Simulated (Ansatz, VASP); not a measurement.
# Two plane-wave programs on Sc2TaF3

```
Sc Ta F
1.0
     2.26106   -5.01977    0.00000
     2.26106    5.01977    0.00000
     0.00000    0.00000    3.53415
Sc Ta F
2 1 3
Cartesian
  2.2611 -1.5688 1.7671
  2.2611 1.5688 1.7671
  0.0000 0.0000 0.0000
  2.2611 3.5356 1.7671
  2.2611 -3.5356 1.7671
  2.2611 0.0000 0.0000
```

Change from the starting cell: species swapped into the Li2BiO3 type (Cmmm, No. 65).

Alike in both runs: task relaxation of cell and atoms; functional PBE; k mesh 4 × 4 × 6; occupations gaussian, width 0.1 eV; no spin polarisation.

|  | VASP | Ansatz |
| --- | --- | --- |
| version | VASP 6.6.1 | Ansatz 0.2.0 |
| potentials or method | VASP PAW PBE potentials, release 64 (Sc_sv, Ta_pv, F), cutoff 600 eV | scalar-relativistic, plane waves, PAW |
| valence electrons in the cell | 54 | 56 |

```csv
,VASP,Ansatz,Ansatz less VASP
"gap on the k mesh at the Fermi level, each at its own relaxed structure (eV)",none,none,-
relaxed volume (Å³/atom),14.66,15.48,+0.819
relaxed length of the cell vector where the two differ most in proportion (Å),7.235,7.909,+0.6737
```

A gap of «none» marks a metal or a gap that the smearing closes. One of these differences is far larger than is usual between the two programs; its cause wasn't traced. VASP's potentials hold 54 valence electrons a cell and Ansatz's 56, so a difference there can come from the potentials and not from the codes.

The k mesh is coarse, so the values compare programs but aren't converged. Neither program's run includes spin-orbit coupling.
